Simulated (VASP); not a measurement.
# Ca4AlO (I422) in VASP: notebook

Ca4AlO is run at these levels: PBE; tasks: single point, relaxation of cell and atoms.

Program: VASP 6.6.1. These are calculated values, not measurements. Logs are shortened: lines on timing, memory, paths and dates and some standing lists are left out, and cuts for length are marked.

## (1) The cell of the first run

The structure is tetragonal, space group I422 (No. 97). The conventional cell has a = 6.887 Å, b = 6.887 Å, c = 5.394 Å, α = 90.00°, β = 90.00°, γ = 90.00°. Ca (site symmetry 2) has 2 Al at 2.94 Å and 2 O at 2.94 Å and 11 Ca at 3.00 to 3.69 Å within 3.9 Å. Within 3.6 Å of Al (site symmetry 422) lie 2 O at 2.70 Å and 8 Ca at 2.94 Å. O (site symmetry 422) has 2 Al at 2.70 Å and 8 Ca at 2.94 Å within 3.6 Å.

The cell was built from a structure type or drawn by symmetry, and may not be a known phase.

## (2) Single point, PBE

Input file INCAR:

```
SYSTEM = Ca4AlO
PREC = Accurate
ENCUT = 520
EDIFF = 1E-6
ISMEAR = 0
SIGMA = 0.1
LREAL = .FALSE.
LASPH = .TRUE.
NELM = 100
ALGO = Normal
ISIF = 2
LWAVE = .FALSE.
LCHARG = .FALSE.
GGA = PE
NBANDS = 34
```

Input file KPOINTS:

```
Automatic mesh
0
G
  4 4 4
  0 0 0
```

Input file POSCAR:

```
Ca4AlO
1.0
   -3.4437377100      3.4437377100      2.6967871300
    3.4437377100     -3.4437377100      2.6967871300
    3.4437377100      3.4437377100     -2.6967871300
Ca Al O
4 1 1
Direct
    0.4041354700      0.9041354700      0.8082709300
    0.0958645300      0.5958645300      0.1917290700
    0.5958645300      0.4041354700      0.5000000000
    0.9041354700      0.0958645300      0.5000000000
    0.5000000000      0.5000000000      0.0000000000
    0.0000000000      0.0000000000      0.0000000000
```

Potentials or basis: VASP PAW PBE potentials, release 64 (Ca_sv, Al, O).

On the command line:

```console
> cat potpaw_PBE.64/Ca_sv/POTCAR potpaw_PBE.64/Al/POTCAR potpaw_PBE.64/O/POTCAR > POTCAR
> mpirun -np 1 vasp_std > vasp.out
```

OUTCAR:

```text
SYSTEM = Ca4AlO
   PREC = Accurate
   ENCUT = 520
   EDIFF = 1E-6
   ISMEAR = 0
   LREAL = .FALSE.
   LASPH = .TRUE.
   NELM = 100
   ISIF = 2
   GGA = PE

 ion  position               nearest neighbor table
   1  0.404  0.904  0.808-   5 2.94   5 2.94   2 3.00
   2  0.096  0.596  0.192-   5 2.94   5 2.94   1 3.00
   3  0.596  0.404  0.500-   5 2.94   5 2.94   4 3.00
   4  0.904  0.096  0.500-   5 2.94   5 2.94   3 3.00
   5  0.500  0.500  0.000-   4 2.94   3 2.94   3 2.94   4 2.94   1 2.94   2 2.94   1 2.94   2 2.94

   6  0.000  0.000  0.000-

  LATTYP: Found a body centered tetragonal cell.
 ALAT       =     6.8874754200
 C/A-ratio  =     0.7830988760

  Lattice vectors:

 A1 = (  -3.4437377100,   3.4437377100,   2.6967871300)
 A2 = (   3.4437377100,  -3.4437377100,   2.6967871300)
 A3 = (   3.4437377100,   3.4437377100,  -2.6967871300)

Analysis of symmetry for initial positions (statically):
=====================================================================
 Subroutine PRICEL returns:
 Original cell was already a primitive cell.

 Routine SETGRP: Setting up the symmetry group for a
 body centered tetragonal supercell.

 Subroutine GETGRP returns: Found  8 space group operations
 (whereof  8 operations were pure point group operations)
 out of a pool of 16 trial point group operations.

The static configuration has the point symmetry D_4 .

Analysis of symmetry for dynamics (positions and initial velocities):
=====================================================================
 Subroutine PRICEL returns:
 Original cell was already a primitive cell.

 Routine SETGRP: Setting up the symmetry group for a
 body centered tetragonal supercell.

 Subroutine GETGRP returns: Found  8 space group operations
 (whereof  8 operations were pure point group operations)
 out of a pool of 16 trial point group operations.

The dynamic configuration has the point symmetry D_4 .

 Subroutine INISYM returns: Found  8 space group operations
 (whereof  8 operations are pure point group operations),
 and found     1 'primitive' translations

----------------------------------------------------------------------------------------

                                     Primitive cell

  volume of cell :     127.9283

  direct lattice vectors                    reciprocal lattice vectors
    -3.443737710  3.443737710  2.696787130     0.000000000  0.145191081  0.185405809
     3.443737710 -3.443737710  2.696787130     0.145191081  0.000000000  0.185405809
     3.443737710  3.443737710 -2.696787130     0.145191081  0.145191081  0.000000000

  length of vectors
     5.566984790  5.566984790  5.566984790     0.235490475  0.235490475  0.205331196

  position of ions in fractional coordinates (direct lattice)
     0.404135470  0.904135470  0.808270930
     0.095864530  0.595864530  0.191729070
     0.595864530  0.404135470  0.500000000
     0.904135470  0.095864530  0.500000000
     0.500000000  0.500000000  0.000000000
     0.000000000  0.000000000  0.000000000

  ion indices of the primitive-cell ions
   primitive index   ion index
                 1           1
                 2           2
                 3           3
                 4           4
                 5           5
                 6           6

----------------------------------------------------------------------------------------

 KPOINTS: Automatic mesh

Automatic generation of k-mesh.
 Grid dimensions read from file:
 generate k-points for:    4    4    4

 Generating k-lattice:

  Cartesian coordinates                     Fractional coordinates (reciprocal lattice)
     0.000000000  0.036297770  0.046351452     0.250000000  0.000000000  0.000000000
     0.036297770  0.000000000  0.046351452     0.000000000  0.250000000  0.000000000
     0.036297770  0.036297770  0.000000000     0.000000000  0.000000000  0.250000000

  Length of vectors
     0.058872619  0.058872619  0.051332799

  Shift w.r.t. Gamma in fractional coordinates (k-lattice)
     0.000000000  0.000000000  0.000000000

 Subroutine IBZKPT returns following result:
 ===========================================

 Found     13 irreducible k-points:

 Following reciprocal coordinates:
            Coordinates               Weight
  0.000000  0.000000  0.000000      1.000000
  0.250000  0.000000  0.000000      8.000000
  0.500000  0.000000  0.000000      4.000000
  0.250000  0.250000  0.000000      8.000000
  0.500000  0.250000 -0.000000     16.000000
 -0.250000  0.250000  0.000000      4.000000
  0.500000  0.500000  0.000000      2.000000
  0.250000  0.250000  0.250000      2.000000
 -0.250000  0.250000  0.250000      4.000000
  0.500000  0.500000  0.250000      4.000000
 -0.250000  0.500000  0.250000      8.000000
 -0.250000 -0.250000  0.250000      2.000000
  0.500000  0.500000  0.500000      1.000000
   k-points           NKPTS =     13   k-points in BZ     NKDIM =     13   number of bands    NBANDS=     34
   number of dos      NEDOS =    301   number of ions     NIONS =      6
   total plane-waves  NPLWV =  74088
   dimension x,y,z NGX =    42 NGY =   42 NGZ =   42
   dimension x,y,z NGXF=    84 NGYF=   84 NGZF=   84
   ions per type =               4   1   1
   NGX,Y,Z   is equivalent  to a cutoff of  12.54, 12.54, 12.54 a.u.
   NGXF,Y,Z  is equivalent  to a cutoff of  25.08, 25.08, 25.08 a.u.
 SYSTEM =  Ca4AlO
   PREC   = accura    normal or accurate (medium, high low for compatibility)
   ISTART =      0    job   : 0-new  1-cont  2-samecut
   ICHARG =      2    charge: 1-file 2-atom 10-const
   ISPIN  =      1    spin polarized calculation?
   LNONCOLLINEAR =      F non collinear calculations
   LSORBIT =      F    spin-orbit coupling
   LASPH  =      T    aspherical Exc in radial PAW
   ENCUT  =  520.0 eV  38.22 Ry    6.18 a.u.  10.35 10.35 10.35*2*pi/ulx,y,z
   NELM   =    100;   NELMIN=  2; NELMDL= -5     # of ELM steps
   EDIFF  = 0.1E-05   stopping-criterion for ELM
   LREAL  =      F    real-space projection
   EDIFFG = 0.1E-04   stopping-criterion for IOM
   NSW    =      0    number of steps for IOM
   IBRION =     -1    ionic relax: 0-MD 1-quasi-New 2-CG
   NFREE  =      0    steps in history (QN), initial steepest desc. (CG)
   ISIF   =      2    stress and relaxation
   ISYM   =      2    0-nonsym 1-usesym 2-fastsym
   POTIM  = 0.5000    time-step for ionic-motion
   TEBEG  =    0.0;   TEEND  =   0.0 temperature during run
   PSTRESS=    0.0 pullay stress
   NELECT =      49.0000    total number of electrons
   NUPDOWN=      -1.0000    fix difference up-down
   EMIN   =  10.00;   EMAX   =-10.00  energy-range for DOS
   EFERMI =   0.00;   METHOD = LEGACY
   ISMEAR =     0;   SIGMA  =   0.10  broadening in eV -4-tet -1-fermi 0-gaus
   EFERMI_NEDOS =   21; number of points for ismear=-14 and -15
   IALGO  =     38    algorithm
   IMIX   =      4    mixing-type and parameters
     AMIX     =   0.40;   BMIX     =  1.00
     AMIX_MAG =   1.60;   BMIX_MAG =  1.00
  volume/ion in A,a.u.               =      21.32       143.88
  Fermi-wavevector in a.u.,A,eV,Ry     =   1.188916  2.246726 19.232132  1.413522
  Thomas-Fermi vector in A             =   2.325035
   LORBIT       =      0    0 simple, 1 ext, 2 COOP (PROOUT), +10 PAW based schemes
   GGA     = PE    functional components
   LHFCALC =     F    Hartree Fock is set to
   AEXX    =    0.0000 exact exchange contribution
   IVDW    =     0    specifies the selected vdW correction
   LEPSILON=     F    determine dielectric tensor
   LRPA    =     F    only Hartree local field effects (RPA)
 non-spin polarized calculation
 Gauss-broadening in eV      SIGMA  =   0.10
  energy-cutoff  :      520.00
  volume of cell :      127.93
 maximum number of plane-waves:      3460
 NGX is ok and might be reduce to    42
   NGX = 21   NGY = 21   NGZ = 21

 number of electron      49.0000010 magnetization

 Free energy of the ion-electron system (eV)
  ---------------------------------------------------
  ext. energy  EPLUGINS =         0.00000000
  ---------------------------------------------------
  free energy    TOTEN  =       -17.08941284 eV

  energy without entropy =      -17.05597836  energy(sigma->0) =      -17.07269560

 E-fermi :   4.6343     XC(G=0):  -9.5965

 val. band max:        4.6082150393   @ k =  -0.2500   0.2500   0.2500
 cond. band min:       4.6363141443   @ k =   0.2500   0.2500   0.0000
 fundamental gap:      0.0280991049
 Fermi energy:         4.6342671955

 k-point     1 :       0.0000    0.0000    0.0000
  band No.  band energies     occupation
      1     -36.4062      2.00000
      2     -36.3307      2.00000
      3     -36.2680      2.00000
      4     -36.2680      2.00000
      5     -17.7306      2.00000
      6     -17.7234      2.00000
[... 26 lines left out ...]
     33       8.0136      0.00000
     34       8.0340      0.00000

 k-point     2 :       0.2500    0.0000    0.0000
  band No.  band energies     occupation
      1     -36.3865      2.00000
      2     -36.3319      2.00000
      3     -36.2780      2.00000
      4     -36.2769      2.00000
      5     -17.7724      2.00000
      6     -17.7328      2.00000
[... 26 lines left out ...]
     33       7.8316      0.00000
     34       8.0008      0.00000

 k-point     3 :       0.5000    0.0000    0.0000
  band No.  band energies     occupation
      1     -36.3476      2.00000
      2     -36.3475      2.00000
      3     -36.2895      2.00000
      4     -36.2890      2.00000
      5     -17.7770      2.00000
      6     -17.7709      2.00000
[... 26 lines left out ...]
     33       7.8462      0.00000
     34       7.9253      0.00000
[... 297 lines left out ...]
 k-point    12 :      -0.2500   -0.2500    0.2500
  band No.  band energies     occupation
      1     -36.3583      2.00000
      2     -36.3358      2.00000
      3     -36.2900      2.00000
      4     -36.2895      2.00000
      5     -17.8453      2.00000
      6     -17.6184      2.00000
[... 26 lines left out ...]
     33       7.2828      0.00000
     34       7.2870      0.00000

 k-point    13 :       0.5000    0.5000    0.5000
  band No.  band energies     occupation
      1     -36.3410      2.00000
      2     -36.3115      2.00000
      3     -36.3115      2.00000
      4     -36.3099      2.00000
      5     -17.7651      2.00000
      6     -17.7504      2.00000
[... 26 lines left out ...]
     33       7.6330      0.00000
     34       7.6404      0.00000

------------------------ aborting loop because EDIFF is reached ----------------------------------------

  FORCE on cell =-STRESS in cart. coord.  units (eV):
  Direction    XX          YY          ZZ          XY          YZ          ZX
  --------------------------------------------------------------------------------------
  -------------------------------------------------------------------------------------
  Total        9.1733934      9.1733934     10.2693538      0.0000000     -0.0000000      0.0000000
  in kB      114.8877731    114.8877731    128.6136037      0.0000000     -0.0000000      0.0000000
  external PRESSURE =     119.4630499 kB  Pullay stress =       0.0000000 kB

 VOLUME and BASIS-vectors are now :
 -----------------------------------------------------------------------------
  energy-cutoff  :      520.00
  volume of cell :      127.93
      direct lattice vectors                 reciprocal lattice vectors
    -3.443737710  3.443737710  2.696787130     0.000000000  0.145191081  0.185405809
     3.443737710 -3.443737710  2.696787130     0.145191081  0.000000000  0.185405809
     3.443737710  3.443737710 -2.696787130     0.145191081  0.145191081  0.000000000

 POSITION                                       TOTAL-FORCE (eV/Angst)
 -----------------------------------------------------------------------------------
      4.50534      1.06160      1.34839         0.987410      0.987410     -0.000000
      2.38213     -1.06160      1.34839        -0.987410     -0.987410      0.000000
      1.06160      2.38213      1.34839         0.987410     -0.987410     -0.000000
     -1.06160      4.50534      1.34839        -0.987410      0.987410     -0.000000
      0.00000      0.00000      2.69679         0.000000     -0.000000      0.000000
      0.00000      0.00000      0.00000         0.000000     -0.000000      0.000000
 -----------------------------------------------------------------------------------
    total drift:                               -0.000001      0.000001      0.000000

  FREE ENERGIE OF THE ION-ELECTRON SYSTEM (eV)
  ---------------------------------------------------
  free  energy   TOTEN  =       -17.0894128362 eV

  energy  without entropy=      -17.0559783588  energy(sigma->0) =      -17.07269560
```

Run time: 99 s. Hardware: 1 thread of AMD EPYC 7R43 (Zen 3), shared host; peak memory 0.23 GiB.

What came out:

```
Free energy            : -17.0894 eV
Pressure               : 11.9 GPa
Largest force          : 1.396 eV/Å
Band gap on the k mesh : zero (an odd number of electrons rules out a gap without spin polarisation)
```

Forces on the atoms (eV/Å):
```
Ca   0.987  0.987  0.000
Ca  -0.987 -0.987  0.000
Ca   0.987 -0.987  0.000
Ca  -0.987  0.987  0.000
Al   0.000  0.000  0.000
O    0.000  0.000  0.000
```

Caveat: the k points lie up to 0.37 Å⁻¹ apart, too coarse for converged energies and pressures of a metal; an odd number of electrons without spin polarisation forces a metal; a magnetic or distorted state may lie lower.

## (3) Single point, PBE

This run uses another cell than the first one, of 27.60 Å³/atom.

Input file INCAR:

```
SYSTEM = Ca4AlO
PREC = Accurate ; ENCUT = 520
EDIFF = 1E-6 ; ISMEAR = 0
SIGMA = 0.1 ; LREAL = .FALSE.
LASPH = .TRUE. ; NELM = 60
ALGO = Normal ; ISIF = 2
LWAVE = .FALSE. ; LCHARG = .FALSE.
GGA = PE ; NBANDS = 34
```

KPOINTS is that of step 2.

Input file POSCAR:

```
Ca4AlO
1.0
   -3.4777255650      3.4777255650      3.4230153241
    3.4777255650     -3.4777255650      3.4230153241
    3.4777255650      3.4777255650     -3.4230153241
Ca Al O
4 1 1
Direct
    0.4436567993      0.9436567993      0.8873135985
    0.0563432007      0.5563432007      0.1126864015
    0.5563432007      0.4436567993      0.5000000000
    0.9436567993      0.0563432007      0.5000000000
    0.5000000000      0.5000000000      0.0000000000
    0.0000000000      0.0000000000      0.0000000000
```

Potentials or basis: VASP PAW PBE potentials, release 64 (Ca_sv, Al, O).

On the command line:

```console
> cat potpaw_PBE.64/Ca_sv/POTCAR potpaw_PBE.64/Al/POTCAR potpaw_PBE.64/O/POTCAR > POTCAR
> mpirun -np 1 vasp_std > vasp.out
```

OUTCAR:

```text
SYSTEM = Ca4AlO
   PREC = Accurate
   ENCUT = 520
   EDIFF = 1E-6
   ISMEAR = 0
   LREAL = .FALSE.
   LASPH = .TRUE.
   NELM = 60
   ISIF = 2
   GGA = PE

 ion  position               nearest neighbor table
   1  0.444  0.944  0.887-   5 3.05   5 3.05
   2  0.056  0.556  0.113-   5 3.05   5 3.05
   3  0.556  0.444  0.500-   5 3.05   5 3.05
   4  0.944  0.056  0.500-   5 3.05   5 3.05
   5  0.500  0.500  0.000-   2 3.05   1 3.05   3 3.05   3 3.05   4 3.05   4 3.05   1 3.05   2 3.05

   6  0.000  0.000  0.000-

  LATTYP: Found a body centered tetragonal cell.
 ALAT       =     6.9554511300
 C/A-ratio  =     0.9842683846

  Lattice vectors:

 A1 = (  -3.4777255650,   3.4777255650,   3.4230153241)
 A2 = (   3.4777255650,  -3.4777255650,   3.4230153241)
 A3 = (   3.4777255650,   3.4777255650,  -3.4230153241)

Analysis of symmetry for initial positions (statically):
[... 168 lines left out ...]
  energy without entropy =      -19.02016571  energy(sigma->0) =      -19.02621877

 E-fermi :   3.0886     XC(G=0):  -8.5710

 val. band max:        3.0214208763   @ k =   0.2500   0.2500   0.0000
 cond. band min:       3.2005126992   @ k =   0.2500   0.0000   0.0000
 fundamental gap:      0.1790918229
 Fermi energy:         3.0886392021

 k-point     1 :       0.0000    0.0000    0.0000
  band No.  band energies     occupation
      1     -38.5460      2.00000
      2     -38.5130      2.00000
      3     -38.5124      2.00000
      4     -38.5124      2.00000
      5     -19.7025      2.00000
      6     -19.6348      2.00000
[... 470 lines left out ...]
     33       5.3970      0.00000
     34       6.1461      0.00000

------------------------ aborting loop because EDIFF is reached ----------------------------------------

  FORCE on cell =-STRESS in cart. coord.  units (eV):
  Direction    XX          YY          ZZ          XY          YZ          ZX
  --------------------------------------------------------------------------------------
  -------------------------------------------------------------------------------------
  Total       -0.1694186     -0.1694186      0.2849383      0.0000000      0.0000000      0.0000000
  in kB       -1.6391260     -1.6391260      2.7567794      0.0000000      0.0000000      0.0000000
  external PRESSURE =      -0.1738242 kB  Pullay stress =       0.0000000 kB

 VOLUME and BASIS-vectors are now :
 -----------------------------------------------------------------------------
  energy-cutoff  :      520.00
  volume of cell :      165.60
      direct lattice vectors                 reciprocal lattice vectors
    -3.477725565  3.477725565  3.423015324     0.000000000  0.143772127  0.146070044
     3.477725565 -3.477725565  3.423015324     0.143772127  0.000000000  0.146070044
     3.477725565  3.477725565 -3.423015324     0.143772127  0.143772127  0.000000000

 POSITION                                       TOTAL-FORCE (eV/Angst)
 -----------------------------------------------------------------------------------
      4.82470      1.34697      1.71151        -0.015569     -0.015569      0.000000
      2.13076     -1.34697      1.71151         0.015569      0.015569     -0.000000
      1.34697      2.13076      1.71151        -0.015569      0.015569     -0.000000
     -1.34697      4.82470      1.71151         0.015569     -0.015569      0.000000
      0.00000      0.00000      3.42302         0.000000      0.000000     -0.000000
      0.00000      0.00000      0.00000         0.000000     -0.000000     -0.000000
 -----------------------------------------------------------------------------------
    total drift:                                0.000000     -0.000000      0.000000

  FREE ENERGIE OF THE ION-ELECTRON SYSTEM (eV)
  ---------------------------------------------------
  free  energy   TOTEN  =       -19.0322718253 eV

  energy  without entropy=      -19.0201657094  energy(sigma->0) =      -19.02621877
```

It took 3.1 min on 1 thread of AMD EPYC 7R43 (Zen 3), shared host; peak memory 0.31 GiB.

What came out:

| Item | Value |
| --- | --- |
| Free energy | -19.0323 eV |
| Pressure | 0.0 GPa |
| Largest force | 0.022 eV/Å |
| Band gap on the k mesh | zero (an odd number of electrons rules out a gap without spin polarisation) |

Forces on the atoms (eV/Å):
```
Ca  -0.016 -0.016  0.000
Ca   0.016  0.016  0.000
Ca  -0.016  0.016  0.000
Ca   0.016 -0.016  0.000
Al   0.000  0.000  0.000
O    0.000  0.000  0.000
```

Stress tensor (GPa, compression positive):
```
-0.16  0.00  0.00
 0.00 -0.16  0.00
 0.00  0.00  0.28
```

Caveat: an odd number of electrons without spin polarisation forces a metal; a magnetic or distorted state may lie lower.

(Continued in part 2 of 2.)
